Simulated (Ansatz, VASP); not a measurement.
Two plane-wave programs on Ni

```
Ni
1.0
     0.00000    1.75011    1.75011
     1.75011    0.00000    1.75011
     1.75011    1.75011    0.00000
Ni
1
Direct
  0.00000 0.00000 0.00000
```

Alike in both runs: task single point; functional PBE; k mesh 14 × 14 × 14; occupations methfessel-paxton of order 1, width 0.3 eV; collinear spin.

```csv
,VASP,Ansatz
version,VASP 6.6.1,Ansatz 0.2.0
potentials or method,"VASP PAW PBE potentials, release 64 (Ni), cutoff 520 eV","plane waves, PAW"
valence electrons in the cell,10,18
```

VASP gave:

```
net moment per atom (μB)                                      : 0.60
size of the moment on the site where the two differ most (μB) : 0.61
```

Q: Estimate Ansatz's values.

A: net moment per atom (μB): 0.62; size of the moment on the site where the two differ most (μB): 0.66.

Site moments also hang on the region over which each program counts them. The functional is the same, so the differences come from potentials, cutoffs and numerics. VASP's potentials hold 10 valence electrons a cell and Ansatz's 18, so a difference there can come from the potentials and not from the codes. Ansatz's warnings: stability check not made.
